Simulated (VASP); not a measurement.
# SnO2 (P1) in VASP: relaxation of cell and atoms with LDA

Aim: the relaxation of cell and atoms of SnO2 with LDA.

Program: VASP 6.6.1. These are calculated values, not measurements. Logs are shortened: lines on timing, memory, paths and dates and some standing lists are left out, and cuts for length are marked.

### 1 The cell of the first run

The typed cell holds 6 atoms: a = 4.721 Å, b = 4.724 Å, c = 3.190 Å, α = 90.00°, β = 90.00°, γ = 90.00°.

### 2 Relaxation of cell and atoms, LDA

INCAR reads:

```
  ALGO = Normal
  EDIFF = 1E-7
  EDIFFG = -0.01
  ENCUT = 600
  GGA = CA
  IBRION = 2
  ISIF = 3
  ISMEAR = 0
  LASPH = True
  LCHARG = False
  LREAL = False
  LWAVE = False
  NELM = 60
  NSW = 100
  PREC = Accurate
  SIGMA = 0.05
```

KPOINTS reads:

```
k-points
0
Gamma
  6 6 8
```

POSCAR reads:

```
SnO2
1.0
    4.7212714577      0.0000000000      0.0000000000
    0.0000000000      4.7242464993      0.0000000000
    0.0000000000      0.0000000000      3.1900194020
Sn O
2 4
Direct
    0.4894050065      0.4912393173      0.4913160307
    0.0185715522     -0.0011571888     -0.0169486798
    0.3106979168      0.3145237288      0.0253277148
    0.8080917365      0.1833335388      0.4950020812
    0.1940897426      0.8078533555      0.4999821885
    0.6791440455      0.7042072483      0.0053206646
```

Potentials or basis: VASP PAW LDA potentials, release 64 (Sn_d, O).

Launch:

```sh
$ cat potpaw_LDA.64/Sn_d/POTCAR potpaw_LDA.64/O/POTCAR > POTCAR
$ mpirun -np 1 vasp_std > vasp.out
```

OUTCAR:

```text
EDIFF = 1E-7
   EDIFFG = -0.01
   ENCUT = 600
   GGA = CA
   IBRION = 2
   ISIF = 3
   ISMEAR = 0
   LASPH = True
   LREAL = False
   NELM = 60
   NSW = 100
   PREC = Accurate

 ion  position               nearest neighbor table
   1  0.489  0.491  0.491-   3 1.90   5 2.05   6 2.05   3 2.08   4 2.09   6 2.12   2 3.58   2 3.60
                             2 3.63   2 3.65   2 3.76
   2  0.019  0.999  0.983-   5 1.97   3 2.04   4 2.04   5 2.05   4 2.10   6 2.12   1 3.58   1 3.60
                             1 3.63   1 3.65   1 3.76
   3  0.311  0.315  0.025-   1 1.90   2 2.04   1 2.08
   4  0.808  0.183  0.495-   2 2.04   1 2.09   2 2.10
   5  0.194  0.808  0.500-   2 1.97   1 2.05   2 2.05
   6  0.679  0.704  0.005-   1 2.05   1 2.12   2 2.12

  LATTYP: Found a simple orthorhombic cell.
 ALAT       =     3.1900194020
 B/A-ratio  =     1.4800133989
 C/A-ratio  =     1.4809460081

  Lattice vectors:

 A1 = (   0.0000000000,   0.0000000000,   3.1900194020)
 A2 = (   4.7212714577,   0.0000000000,   0.0000000000)
 A3 = (   0.0000000000,   4.7242464993,   0.0000000000)

Analysis of symmetry for initial positions (statically):
=====================================================================
 Subroutine PRICEL returns:
 Original cell was already a primitive cell.

 Routine SETGRP: Setting up the symmetry group for a
 simple orthorhombic supercell.

 Subroutine GETGRP returns: Found  1 space group operations
 (whereof  1 operations were pure point group operations)
 out of a pool of  8 trial point group operations.

The static configuration has the point symmetry C_1 .

Analysis of symmetry for dynamics (positions and initial velocities):
=====================================================================
 Subroutine PRICEL returns:
 Original cell was already a primitive cell.

 Routine SETGRP: Setting up the symmetry group for a
 simple orthorhombic supercell.

 Subroutine GETGRP returns: Found  1 space group operations
 (whereof  1 operations were pure point group operations)
 out of a pool of  8 trial point group operations.

The dynamic configuration has the point symmetry C_1 .

 Subroutine INISYM returns: Found  1 space group operations
 (whereof  1 operations are pure point group operations),
 and found     1 'primitive' translations

----------------------------------------------------------------------------------------

                                     Primitive cell

  volume of cell :      71.1516

  direct lattice vectors                    reciprocal lattice vectors
     4.721271458  0.000000000  0.000000000     0.211807351  0.000000000  0.000000000
     0.000000000  4.724246499  0.000000000     0.000000000  0.211673968  0.000000000
     0.000000000  0.000000000  3.190019402     0.000000000  0.000000000  0.313477717

  length of vectors
     4.721271458  4.724246499  3.190019402     0.211807351  0.211673968  0.313477717

  position of ions in fractional coordinates (direct lattice)
     0.489405007  0.491239317  0.491316031
     0.018571552  0.998842811  0.983051320
     0.310697917  0.314523729  0.025327715
     0.808091737  0.183333539  0.495002081
     0.194089743  0.807853356  0.499982188
     0.679144046  0.704207248  0.005320665

  ion indices of the primitive-cell ions
   primitive index   ion index
                 1           1
                 2           2
                 3           3
                 4           4
                 5           5
                 6           6

----------------------------------------------------------------------------------------

 KPOINTS: k-points

Automatic generation of k-mesh.
 Grid dimensions read from file:
 generate k-points for:    6    6    8

 Generating k-lattice:

  Cartesian coordinates                     Fractional coordinates (reciprocal lattice)
     0.035301225  0.000000000  0.000000000     0.166666667  0.000000000  0.000000000
     0.000000000  0.035278995  0.000000000     0.000000000  0.166666667  0.000000000
     0.000000000  0.000000000  0.039184715     0.000000000  0.000000000  0.125000000

  Length of vectors
     0.035301225  0.035278995  0.039184715

  Shift w.r.t. Gamma in fractional coordinates (k-lattice)
     0.000000000  0.000000000  0.000000000

 Subroutine IBZKPT returns following result:
 ===========================================

 Found    148 irreducible k-points:

 Following reciprocal coordinates:
            Coordinates               Weight
  0.000000  0.000000  0.000000      1.000000
  0.166667  0.000000  0.000000      2.000000
  0.333333  0.000000  0.000000      2.000000
  0.500000  0.000000  0.000000      1.000000
  0.000000  0.166667  0.000000      2.000000
  0.166667  0.166667  0.000000      2.000000
[... 16 lines left out ...]
 -0.166667  0.000000  0.125000      2.000000
  0.333333  0.000000  0.125000      2.000000
 [... further k-points ...]
   k-points           NKPTS =    148   k-points in BZ     NKDIM =    148   number of bands    NBANDS=     31
   number of dos      NEDOS =    301   number of ions     NIONS =      6
   total plane-waves  NPLWV =  44800
   dimension x,y,z NGX =    40 NGY =   40 NGZ =   28
   dimension x,y,z NGXF=    80 NGYF=   80 NGZF=   56
   ions per type =               2   4
   NGX,Y,Z   is equivalent  to a cutoff of  14.08, 14.08, 14.59 a.u.
   NGXF,Y,Z  is equivalent  to a cutoff of  28.17, 28.15, 29.18 a.u.
 SYSTEM =  unknown system
   PREC   = accura    normal or accurate (medium, high low for compatibility)
   ISTART =      0    job   : 0-new  1-cont  2-samecut
   ICHARG =      2    charge: 1-file 2-atom 10-const
   ISPIN  =      1    spin polarized calculation?
   LNONCOLLINEAR =      F non collinear calculations
   LSORBIT =      F    spin-orbit coupling
   LASPH  =      T    aspherical Exc in radial PAW
   ENCUT  =  600.0 eV  44.10 Ry    6.64 a.u.   9.43  9.44  6.37*2*pi/ulx,y,z
   NELM   =     60;   NELMIN=  2; NELMDL= -5     # of ELM steps
   EDIFF  = 0.1E-06   stopping-criterion for ELM
   LREAL  =      F    real-space projection
   EDIFFG = -.1E-01   stopping-criterion for IOM
   NSW    =    100    number of steps for IOM
   IBRION =      2    ionic relax: 0-MD 1-quasi-New 2-CG
   NFREE  =      1    steps in history (QN), initial steepest desc. (CG)
   ISIF   =      3    stress and relaxation
   ISYM   =      2    0-nonsym 1-usesym 2-fastsym
   POTIM  = 0.5000    time-step for ionic-motion
   TEBEG  =    0.0;   TEEND  =   0.0 temperature during run
   PSTRESS=    0.0 pullay stress
   NELECT =      52.0000    total number of electrons
   NUPDOWN=      -1.0000    fix difference up-down
   EMIN   =  10.00;   EMAX   =-10.00  energy-range for DOS
   EFERMI =   0.00;   METHOD = LEGACY
   ISMEAR =     0;   SIGMA  =   0.05  broadening in eV -4-tet -1-fermi 0-gaus
   EFERMI_NEDOS =   21; number of points for ismear=-14 and -15
   IALGO  =     38    algorithm
   IMIX   =      4    mixing-type and parameters
     AMIX     =   0.40;   BMIX     =  1.00
     AMIX_MAG =   1.60;   BMIX_MAG =  1.00
  volume/ion in A,a.u.               =      11.86        80.03
  Fermi-wavevector in a.u.,A,eV,Ry     =   1.474623  2.786633 29.586045  2.174513
  Thomas-Fermi vector in A             =   2.589372
   LORBIT       =      0    0 simple, 1 ext, 2 COOP (PROOUT), +10 PAW based schemes
   GGA     = CA    functional components
   LHFCALC =     F    Hartree Fock is set to
   AEXX    =    0.0000 exact exchange contribution
   IVDW    =     0    specifies the selected vdW correction
   LEPSILON=     F    determine dielectric tensor
   LRPA    =     F    only Hartree local field effects (RPA)
 conjugate gradient relaxation of ions
 non-spin polarized calculation
 Gauss-broadening in eV      SIGMA  =   0.05
  energy-cutoff  :      600.00
  volume of cell :       71.15
 maximum number of plane-waves:      2417
 NGX is ok and might be reduce to    40
   NGX = 19   NGY = 19   NGZ = 13

--------------------------------------- Ionic step        1  -------------------------------------------

 number of electron      51.9999997 magnetization

 Free energy of the ion-electron system (eV)
  ---------------------------------------------------
  ext. energy  EPLUGINS =         0.00000000
  ---------------------------------------------------
  free energy    TOTEN  =       -41.90212269 eV

  energy without entropy =      -41.90212269  energy(sigma->0) =      -41.90212269

------------------------ aborting loop because EDIFF is reached ----------------------------------------

  FORCE on cell =-STRESS in cart. coord.  units (eV):
  Direction    XX          YY          ZZ          XY          YZ          ZX
  --------------------------------------------------------------------------------------
  -------------------------------------------------------------------------------------
  Total        0.6898227      1.1769287      2.7275343      0.2512704      1.2718279      0.7330781
  in kB       15.5332820     26.5018312     61.4180396      5.6580528     28.6387517     16.5072987
  external PRESSURE =      34.4843843 kB  Pullay stress =       0.0000000 kB
[... 101 lines left out ...]
  FREE ENERGIE OF THE ION-ELECTRON SYSTEM (eV)
  ---------------------------------------------------
  free  energy   TOTEN  =       -42.2391833075 eV

  energy  without entropy=      -42.2391833075  energy(sigma->0) =      -42.23918331

[... ionic steps 4 to 13 ...]

--------------------------------------- Ionic step       14  -------------------------------------------

 number of electron      51.9999996 magnetization

------------------------ aborting loop because EDIFF is reached ----------------------------------------

  FORCE on cell =-STRESS in cart. coord.  units (eV):
  Direction    XX          YY          ZZ          XY          YZ          ZX
  --------------------------------------------------------------------------------------
  -------------------------------------------------------------------------------------
  Total        0.0144223      0.0172239     -0.0236944      0.0110558     -0.0074156     -0.0021665
  in kB        0.3235788      0.3864364     -0.5316078      0.2480472     -0.1663764     -0.0486076
  external PRESSURE =       0.0594691 kB  Pullay stress =       0.0000000 kB
[... 65 lines left out ...]
  energy  without entropy=      -42.2912364676  energy(sigma->0) =      -42.29123647

--------------------------------------- Ionic step       16  -------------------------------------------

 number of electron      51.9999996 magnetization

 Free energy of the ion-electron system (eV)
  ---------------------------------------------------
  ext. energy  EPLUGINS =         0.00000000
  ---------------------------------------------------
  free energy    TOTEN  =       -42.29128705 eV

  energy without entropy =      -42.29128705  energy(sigma->0) =      -42.29128705

 E-fermi :   6.1578     XC(G=0): -11.8120

 val. band max:        5.8880950861   @ k =   0.0000   0.0000   0.0000
 cond. band min:       7.0377173794   @ k =   0.0000   0.0000   0.0000
 fundamental gap:      1.1496222933
 Fermi energy:         6.1578157033

 k-point     1 :       0.0000    0.0000    0.0000
  band No.  band energies     occupation
      1     -15.1207      2.00000
      2     -14.3457      2.00000
      3     -14.0813      2.00000
      4     -14.0621      2.00000
      5     -14.0618      2.00000
      6     -13.9865      2.00000
[... 805 lines left out ...]
     30      13.1209      0.00000
     31      15.7138      0.00000

 [... further k-points ...]
[... 5 lines left out ...]
  --------------------------------------------------------------------------------------
  -------------------------------------------------------------------------------------
  Total        0.0092426      0.0141133     -0.0211194      0.0018961      0.0020211     -0.0001632
  in kB        0.2073653      0.3166431     -0.4738311      0.0425405      0.0453439     -0.0036616
  external PRESSURE =       0.0167257 kB  Pullay stress =       0.0000000 kB
[... 21 lines left out ...]
  FREE ENERGIE OF THE ION-ELECTRON SYSTEM (eV)
  ---------------------------------------------------
  free  energy   TOTEN  =       -42.2912870493 eV

  energy  without entropy=      -42.2912870493  energy(sigma->0) =      -42.29128705

 reached required accuracy - stopping structural energy minimisation
```

It took 60 min on 1 thread of Oxide Virtual Turin-like, shared host; peak memory 0.39 GiB.

What came out:

* Free energy: -42.2913 eV
* Relaxed volume: 11.90 Å³/atom
* Relaxed cell: a = 4.729 Å, b = 4.724 Å, c = 3.197 Å, α = 90.00°, β = 90.00°, γ = 90.00°
* Space group after relaxing (to 0.1 Å): P4_2/mnm (No. 136)
* Energy gained by relaxing: 64.9 meV/atom
* Ionic steps: 16
* Pressure after relaxing: 0.0 GPa
* Largest force after relaxing: 0.009 eV/Å
* Band gap on the k mesh: 1.15 eV

Forces in eV/Å, atoms in the order of the input:
```
Sn  -0.004 -0.006  0.003
Sn  -0.003 -0.004  0.002
O    0.005  0.002  0.000
O   -0.006 -0.001 -0.003
O    0.000  0.008 -0.003
O    0.007  0.002  0.002
```

The path:
| step | energy change (eV) | largest force (eV/Å) | pressure (GPa) | volume (Å³) |
| --- | --- | --- | --- | --- |
| 1 | 0.0000 | 3.6631 | 3.45 | 71.15 |
| 2 | -0.1131 | 2.2950 | -6.18 | 73.80 |
| 3 | -0.3371 | 0.5535 | -3.06 | 72.47 |
| 4 | -0.3598 | 0.5010 | 2.89 | 70.48 |
| 5 | -0.3657 | 0.3641 | 0.95 | 71.09 |
| 6 | -0.3781 | 0.2369 | 0.21 | 71.31 |
| 7 | -0.3794 | 0.2857 | -0.09 | 71.41 |
| 8 | -0.3866 | 0.1146 | -0.18 | 71.47 |
| 9 | -0.3874 | 0.1460 | -0.22 | 71.50 |
| 10 | -0.3886 | 0.0617 | 0.26 | 71.35 |
| 11 | -0.3886 | 0.0478 | 0.21 | 71.36 |
| 12 | -0.3889 | 0.0365 | -0.19 | 71.48 |
| 13 | -0.3889 | 0.0363 | -0.14 | 71.47 |
| 14 | -0.3891 | 0.0159 | 0.01 | 71.41 |
| 15 | -0.3891 | 0.0207 | 0.04 | 71.40 |
| 16 | -0.3892 | 0.0085 | 0.00 | 71.41 |

Final structure:
```
Sn O
1.0
     4.72890   -0.00007    0.00008
    -0.00009    4.72369   -0.00008
     0.00004   -0.00003    3.19689
Sn O
2 4
Direct
  0.50008 0.50002 0.49990
  0.00009 0.99999 0.00004
  0.30689 0.30519 0.99997
  0.80709 0.19490 0.50009
  0.19294 0.80493 0.50008
  0.69290 0.69496 0.99992
```

Levels at points of the mesh, in eV from the valence-band top:
```tsv
k point	band 22	band 23	band 24	band 25	band 26	band 27	band 28	band 29	band 30	band 31
(0.00, 0.00, 0.00)	-1.28	-1.28	-0.80	-0.80	0.00	1.15	5.92	6.04	6.05	10.10
(0.50, 0.00, 0.00)	-2.04	-1.24	-1.24	-0.65	-0.65	4.32	4.32	6.82	6.82	10.79
(0.00, 0.50, 0.00)	-2.02	-1.24	-1.24	-0.65	-0.64	4.31	4.31	6.79	6.79	10.80
(0.50, 0.50, 0.00)	-2.06	-1.37	-1.37	-0.91	-0.91	4.70	4.70	7.29	7.29	10.81
(0.00, 0.00, 0.50)	-2.71	-1.72	-1.72	-1.28	-1.28	6.03	6.03	9.52	9.52	10.36
(0.50, 0.00, 0.50)	-1.77	-1.14	-1.14	-0.72	-0.72	6.31	6.31	7.87	7.87	10.74
(0.00, 0.50, 0.50)	-1.80	-1.12	-1.12	-0.72	-0.72	6.31	6.32	7.88	7.89	10.70
(0.50, 0.50, 0.50)	-2.43	-0.98	-0.98	-0.84	-0.84	4.69	4.69	8.63	8.63	10.72
```

Caveat: spin-orbit coupling is left out, which moves the levels of the heavy elements.
